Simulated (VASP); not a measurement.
# AlN (Fm-3m) in VASP: a series of runs

Runs on AlN. Level: r2SCAN. Tasks: single point.

Program: VASP 6.6.1. These are calculated values, not measurements. Logs are shortened: lines on timing, memory, paths and dates and some standing lists are left out, and cuts for length are marked.

## 1. The cell of the first run

The structure is cubic, space group Fm-3m (No. 225). The conventional cell has a = 3.866 Å, b = 3.866 Å, c = 3.866 Å, α = 90.00°, β = 90.00°, γ = 90.00°. Al (site symmetry m-3m) has 6 N at 1.93 Å within 2.6 Å. N (site symmetry m-3m) has 6 Al at 1.93 Å within 2.6 Å.

## 2. Single point, r2SCAN (strain -0.050 along x and y, -0.050 along z)

POSCAR reads:

```
AlN
1.0
    0.0000000000      1.9327921000      1.9327921000
    1.9327921000      0.0000000000      1.9327921000
    1.9327921000      1.9327921000      0.0000000000
Al N
1 1
Direct
    0.5000000000      0.5000000000      0.5000000000
    0.0000000000      0.0000000000      0.0000000000
```

INCAR.step1 reads:

```
SYSTEM = AlN
  PREC = Accurate
  ENCUT = 520
  ISMEAR = 0
  SIGMA = 0.05
  LREAL = .False.
  LASPH = .True.
  NELM = 60
  NBANDS = 11
  GGA = PE
  ALGO = Normal
  EDIFF = 1E-4
  LWAVE = .True.
  LCHARG = .False.
```

INCAR.step2 reads:

```
SYSTEM = AlN
  PREC = Accurate
  ENCUT = 520
  EDIFF = 1E-6
  ISMEAR = 0
  SIGMA = 0.05
  LREAL = .False.
  LASPH = .True.
  NELM = 60
  ALGO = Normal
  ISIF = 2
  LWAVE = .False.
  LCHARG = .True.
  METAGGA = R2SCAN
  LMIXTAU = .True.
  LELF = .True.
  LVHAR = .True.
  NBANDS = 11
  ISTART = 1
```

KPOINTS reads:

```
regular mesh
0
Gamma
  10 10 10
  0 0 0
```

Potentials or basis: VASP PAW PBE potentials, release 64 (Al, N).

The run is started by

```sh
$ cat potpaw_PBE.64/Al/POTCAR potpaw_PBE.64/N/POTCAR > POTCAR
$ cp INCAR.step1 INCAR
$ mpirun -np 1 vasp_std > vasp.out
$ cp INCAR.step2 INCAR
$ mpirun -np 1 vasp_std > vasp.out
```

OUTCAR:

```text
SYSTEM = AlN
   PREC = Accurate
   ENCUT = 520
   EDIFF = 1E-6
   ISMEAR = 0
   LREAL = .False.
   LASPH = .True.
   NELM = 60
   ISIF = 2
   METAGGA = R2SCAN
   ISTART = 1

 ion  position               nearest neighbor table
   1  0.500  0.500  0.500-   2 1.93   2 1.93   2 1.93   2 1.93   2 1.93   2 1.93
   2  0.000  0.000  0.000-   1 1.93   1 1.93   1 1.93   1 1.93   1 1.93   1 1.93

  LATTYP: Found a face centered cubic cell.
 ALAT       =     3.8655842000

  Lattice vectors:

 A1 = (   0.0000000000,   1.9327921000,   1.9327921000)
 A2 = (   1.9327921000,   0.0000000000,   1.9327921000)
 A3 = (   1.9327921000,   1.9327921000,   0.0000000000)

Analysis of symmetry for initial positions (statically):
=====================================================================
 Subroutine PRICEL returns:
 Original cell was already a primitive cell.

 Routine SETGRP: Setting up the symmetry group for a
 face centered cubic supercell.

 Subroutine GETGRP returns: Found 48 space group operations
 (whereof 48 operations were pure point group operations)
 out of a pool of 48 trial point group operations.

The static configuration has the point symmetry O_h .

Analysis of symmetry for dynamics (positions and initial velocities):
=====================================================================
 Subroutine PRICEL returns:
 Original cell was already a primitive cell.

 Routine SETGRP: Setting up the symmetry group for a
 face centered cubic supercell.

 Subroutine GETGRP returns: Found 48 space group operations
 (whereof 48 operations were pure point group operations)
 out of a pool of 48 trial point group operations.

The dynamic configuration has the point symmetry O_h .

 Subroutine INISYM returns: Found 48 space group operations
 (whereof 48 operations are pure point group operations),
 and found     1 'primitive' translations

----------------------------------------------------------------------------------------

                                     Primitive cell

  volume of cell :      14.4406

  direct lattice vectors                    reciprocal lattice vectors
     0.000000000  1.932792100  1.932792100    -0.258693110  0.258693110  0.258693110
     1.932792100  0.000000000  1.932792100     0.258693110 -0.258693110  0.258693110
     1.932792100  1.932792100  0.000000000     0.258693110  0.258693110 -0.258693110

  length of vectors
     2.733380801  2.733380801  2.733380801     0.448069611  0.448069611  0.448069611

  position of ions in fractional coordinates (direct lattice)
     0.500000000  0.500000000  0.500000000
     0.000000000  0.000000000  0.000000000

  ion indices of the primitive-cell ions
   primitive index   ion index
                 1           1
                 2           2

----------------------------------------------------------------------------------------

 KPOINTS: regular mesh

Automatic generation of k-mesh.
 Grid dimensions read from file:
 generate k-points for:   10   10   10

 Generating k-lattice:

  Cartesian coordinates                     Fractional coordinates (reciprocal lattice)
    -0.025869311  0.025869311  0.025869311     0.100000000  0.000000000  0.000000000
     0.025869311 -0.025869311  0.025869311     0.000000000  0.100000000  0.000000000
     0.025869311  0.025869311 -0.025869311     0.000000000  0.000000000  0.100000000

  Length of vectors
     0.044806961  0.044806961  0.044806961

  Shift w.r.t. Gamma in fractional coordinates (k-lattice)
     0.000000000  0.000000000  0.000000000

 Subroutine IBZKPT returns following result:
 ===========================================

 Found     47 irreducible k-points:

 Following reciprocal coordinates:
            Coordinates               Weight
  0.000000  0.000000  0.000000      1.000000
  0.100000  0.000000  0.000000      8.000000
  0.200000  0.000000  0.000000      8.000000
  0.300000  0.000000  0.000000      8.000000
  0.400000  0.000000  0.000000      8.000000
  0.500000  0.000000  0.000000      4.000000
[... 16 lines left out ...]
  0.300000  0.300000  0.000000      6.000000
  0.400000  0.300000  0.000000     24.000000
 [... further k-points ...]
   k-points           NKPTS =     47   k-points in BZ     NKDIM =     47   number of bands    NBANDS=     11
   number of dos      NEDOS =    301   number of ions     NIONS =      2
   total plane-waves  NPLWV =   8000
   dimension x,y,z NGX =    20 NGY =   20 NGZ =   20
   dimension x,y,z NGXF=    40 NGYF=   40 NGZF=   40
   ions per type =               1   1
   NGX,Y,Z   is equivalent  to a cutoff of  12.16, 12.16, 12.16 a.u.
   NGXF,Y,Z  is equivalent  to a cutoff of  24.33, 24.33, 24.33 a.u.
 SYSTEM =  AlN
   PREC   = accura    normal or accurate (medium, high low for compatibility)
   ISTART =      1    job   : 0-new  1-cont  2-samecut
   ICHARG =      0    charge: 1-file 2-atom 10-const
   ISPIN  =      1    spin polarized calculation?
   LNONCOLLINEAR =      F non collinear calculations
   LSORBIT =      F    spin-orbit coupling
   LASPH  =      T    aspherical Exc in radial PAW
   ENCUT  =  520.0 eV  38.22 Ry    6.18 a.u.   5.08  5.08  5.08*2*pi/ulx,y,z
   NELM   =     60;   NELMIN=  2; NELMDL=  0     # of ELM steps
   EDIFF  = 0.1E-05   stopping-criterion for ELM
   LREAL  =      F    real-space projection
   EDIFFG = 0.1E-04   stopping-criterion for IOM
   NSW    =      0    number of steps for IOM
   IBRION =     -1    ionic relax: 0-MD 1-quasi-New 2-CG
   NFREE  =      0    steps in history (QN), initial steepest desc. (CG)
   ISIF   =      2    stress and relaxation
   ISYM   =      2    0-nonsym 1-usesym 2-fastsym
   POTIM  = 0.5000    time-step for ionic-motion
   TEBEG  =    0.0;   TEEND  =   0.0 temperature during run
   PSTRESS=    0.0 pullay stress
   NELECT =       8.0000    total number of electrons
   NUPDOWN=      -1.0000    fix difference up-down
   EMIN   =  10.00;   EMAX   =-10.00  energy-range for DOS
   EFERMI =   0.00;   METHOD = LEGACY
   ISMEAR =     0;   SIGMA  =   0.05  broadening in eV -4-tet -1-fermi 0-gaus
   EFERMI_NEDOS =   21; number of points for ismear=-14 and -15
   IALGO  =     38    algorithm
   IMIX   =      4    mixing-type and parameters
     AMIX     =   0.40;   BMIX     =  1.00
     AMIX_MAG =   1.60;   BMIX_MAG =  1.00
  volume/ion in A,a.u.               =       7.22        48.73
  Fermi-wavevector in a.u.,A,eV,Ry     =   1.344548  2.540828 24.596744  1.807810
  Thomas-Fermi vector in A             =   2.472533
   LORBIT       =      0    0 simple, 1 ext, 2 COOP (PROOUT), +10 PAW based schemes
   METAGGA = R2SCAN    functional components
   LHFCALC =     F    Hartree Fock is set to
   AEXX    =    0.0000 exact exchange contribution
   IVDW    =     0    specifies the selected vdW correction
   LEPSILON=     F    determine dielectric tensor
   LRPA    =     F    only Hartree local field effects (RPA)
 non-spin polarized calculation
 Gauss-broadening in eV      SIGMA  =   0.05
  energy-cutoff  :      520.00
  volume of cell :       14.44
 maximum number of plane-waves:       396
   NGX = 11   NGY = 11   NGZ = 11

 number of electron       7.9999997 magnetization

 Free energy of the ion-electron system (eV)
  ---------------------------------------------------
  ext. energy  EPLUGINS =         0.00000000
  ---------------------------------------------------
  free energy    TOTEN  =       -18.64065411 eV

  energy without entropy =      -18.64065411  energy(sigma->0) =      -18.64065411

 E-fermi :  11.9657     XC(G=0): -13.5653

 val. band max:       11.6114460173   @ k =   0.0000   0.0000   0.0000
 cond. band min:      17.3320000832   @ k =   0.5000   0.5000   0.0000
 fundamental gap:      5.7205540659
 Fermi energy:        11.9657486699

 k-point     1 :       0.0000    0.0000    0.0000
  band No.  band energies     occupation
      1      -8.1003      2.00000
      2      11.6114      2.00000
      3      11.6114      2.00000
      4      11.6114      2.00000
      5      20.2954      0.00000
      6      24.9725      0.00000
      7      24.9725      0.00000
      8      24.9725      0.00000
      9      31.1502      0.00000
     10      31.2566      0.00000
     11      31.2566      0.00000

 k-point     2 :       0.1000    0.0000    0.0000
  band No.  band energies     occupation
      1      -7.8631      2.00000
      2      10.5478      2.00000
      3      11.4463      2.00000
      4      11.4463      2.00000
      5      20.8313      0.00000
      6      24.1741      0.00000
      7      25.3667      0.00000
      8      25.3667      0.00000
      9      30.1837      0.00000
     10      30.1837      0.00000
     11      32.8991      0.00000

 k-point     3 :       0.2000    0.0000    0.0000
  band No.  band energies     occupation
      1      -7.1727      2.00000
      2       8.1687      2.00000
      3      11.0481      2.00000
      4      11.0481      2.00000
      5      20.8946      0.00000
      6      24.3795      0.00000
      7      25.9233      0.00000
      8      25.9233      0.00000
      9      29.5249      0.00000
     10      29.5249      0.00000
     11      32.9502      0.00000

 k-point     4 :       0.3000    0.0000    0.0000
  band No.  band energies     occupation
      1      -6.1100      2.00000
      2       5.5047      2.00000
      3      10.6098      2.00000
      4      10.6098      2.00000
      5      20.1411      0.00000
      6      25.5146      0.00000
      7      25.5146      0.00000
      8      26.0707      0.00000
      9      31.0428      0.00000
     10      31.0429      0.00000
     11      31.9556      0.00000
[... 239 lines left out ...]
 k-point    22 :      -0.2000    0.2000    0.0000
  band No.  band energies     occupation
      1      -5.7673      2.00000
      2       6.1575      2.00000
      3       8.1490      2.00000
      4      10.6522      2.00000
      5      22.6215      0.00000
      6      23.1315      0.00000
      7      25.2544      0.00000
      8      26.6986      0.00000
      9      28.2516      0.00000
     10      33.5254      0.00000
     11      36.1620      0.00000

 k-point    23 :       0.3000    0.3000    0.0000
  band No.  band energies     occupation
      1      -5.4884      2.00000
      2       6.2063      2.00000
      3       9.2301      2.00000
      4       9.2301      2.00000
      5      18.9113      0.00000
      6      20.9987      0.00000
      7      26.2532      0.00000
      8      30.1695      0.00000
      9      30.1695      0.00000
     10      34.3943      0.00000
     11      39.5818      0.00000

 k-point    24 :       0.4000    0.3000    0.0000
  band No.  band energies     occupation
      1      -4.6011      2.00000
      2       4.9844      2.00000
      3       8.3428      2.00000
      4       8.9243      2.00000
      5      18.8447      0.00000
      6      20.5463      0.00000
      7      26.6702      0.00000
      8      30.2206      0.00000
      9      31.3141      0.00000
     10      36.1295      0.00000
     11      40.1975      0.00000

 [... further k-points ...]

------------------------ aborting loop because EDIFF is reached ----------------------------------------

  FORCE on cell =-STRESS in cart. coord.  units (eV):
  Direction    XX          YY          ZZ          XY          YZ          ZX
  --------------------------------------------------------------------------------------
  -------------------------------------------------------------------------------------
  Total        4.1166213      4.1166213      4.1166213     -0.0000000     -0.0000000      0.0000000
  in kB      456.7368814    456.7368814    456.7368814     -0.0000000     -0.0000000      0.0000000
  external PRESSURE =     456.7368814 kB  Pullay stress =       0.0000000 kB

 VOLUME and BASIS-vectors are now :
 -----------------------------------------------------------------------------
  energy-cutoff  :      520.00
  volume of cell :       14.44
      direct lattice vectors                 reciprocal lattice vectors
     0.000000000  1.932792100  1.932792100    -0.258693110  0.258693110  0.258693110
     1.932792100  0.000000000  1.932792100     0.258693110 -0.258693110  0.258693110
     1.932792100  1.932792100  0.000000000     0.258693110  0.258693110 -0.258693110

 POSITION                                       TOTAL-FORCE (eV/Angst)
 -----------------------------------------------------------------------------------
      1.93279      1.93279      1.93279         0.000000     -0.000000      0.000000
      0.00000      0.00000      0.00000        -0.000000      0.000000     -0.000000
 -----------------------------------------------------------------------------------
    total drift:                                0.000000     -0.000000     -0.000000

  FREE ENERGIE OF THE ION-ELECTRON SYSTEM (eV)
  ---------------------------------------------------
  free  energy   TOTEN  =       -18.6406541101 eV

  energy  without entropy=      -18.6406541101  energy(sigma->0) =      -18.64065411
```

Run time: 12 s. Hardware: 1 thread of Intel Xeon 6975P-C (Granite Rapids), shared host; peak memory 0.12 GiB.

Results:

| Quantity | Value |
| --- | --- |
| Free energy | -18.6407 eV |
| Pressure | 45.7 GPa |
| Band gap on the k mesh | 5.72 eV, indirect (least direct gap 8.68 eV) |

Levels at points of the mesh, in eV from the valence-band top:
| k point | band 2 | band 3 | band 4 | band 5 | band 6 | band 7 |
| --- | --- | --- | --- | --- | --- | --- |
| (0.00, 0.00, 0.00) | 0.00 | 0.00 | 0.00 | 8.68 | 13.36 | 13.36 |
| (0.50, 0.00, 0.00) | -9.38 | -1.44 | -1.44 | 7.82 | 13.09 | 13.09 |
| (0.50, 0.50, 0.00) | -8.52 | -3.27 | -3.27 | 5.72 | 6.93 | 17.19 |

Caveat: the cell differs from its parent crystal (strain -0.050 along x and y, -0.050 along z); the PAW data sets were made with another functional, which shifts forces and pressure a little.

## 3. Single point, r2SCAN (strain -0.025 along x and y, -0.025 along z)

POSCAR reads:

```
AlN
1.0
    0.0000000000      1.9836550500      1.9836550500
    1.9836550500      0.0000000000      1.9836550500
    1.9836550500      1.9836550500      0.0000000000
Al N
1 1
Direct
    0.5000000000      0.5000000000      0.5000000000
    0.0000000000      0.0000000000      0.0000000000
```

Edit INCAR.step1 of step 2 so:

```diff
@@ -7,3 +7,3 @@
   LASPH = .True.
-  NELM = 60
+  NELM = 80
   NBANDS = 11
```

INCAR.step2 reads:

```
SYSTEM = AlN
  PREC = Accurate
  ENCUT = 520
  EDIFF = 1E-7
  ISMEAR = 0
  SIGMA = 0.05
  LREAL = .False.
  LASPH = .True.
  NELM = 80
  ALGO = Normal
  ISIF = 2
  LWAVE = .False.
  LCHARG = .False.
  METAGGA = R2SCAN
  LMIXTAU = .True.
  NBANDS = 11
  ISTART = 1
```

KPOINTS reads:

```
Automatic mesh
0
Gamma
  10 10 10
  0 0 0
```

Potentials or basis: VASP PAW PBE potentials, release 64 (Al, N).

The run is started by

```sh
$ cat potpaw_PBE.64/Al/POTCAR potpaw_PBE.64/N/POTCAR > POTCAR
$ cp INCAR.step1 INCAR
$ mpirun -np 1 vasp_std > vasp.out
$ cp INCAR.step2 INCAR
$ mpirun -np 1 vasp_std > vasp.out
```

It took 14 s on 1 thread of Intel Xeon 6975P-C (Granite Rapids), shared host; peak memory 0.14 GiB.

Results (log left out):

```
Free energy            : -18.8592 eV
Pressure               : 15.3 GPa
Band gap on the k mesh : 5.88 eV, indirect (least direct gap 7.40 eV)
```

Levels at points of the mesh, in eV from the valence-band top:
| k point | band 1 | band 2 | band 3 | band 4 | band 5 | band 6 | band 7 | band 8 |
| --- | --- | --- | --- | --- | --- | --- | --- | --- |
| (0.00, 0.00, 0.00) | -18.94 | 0.00 | 0.00 | 0.00 | 7.40 | 13.10 | 13.10 | 13.10 |
| (0.50, 0.00, 0.00) | -15.46 | -8.83 | -1.27 | -1.27 | 7.29 | 12.39 | 12.39 | 15.53 |
| (0.50, 0.50, 0.00) | -14.41 | -7.94 | -3.05 | -3.05 | 5.88 | 6.08 | 16.12 | 19.67 |

Caveat: the cell differs from its parent crystal (strain -0.025 along x and y, -0.025 along z); the PAW data sets were made with another functional, which shifts forces and pressure a little.

(Part 1 of 2 ends here.)
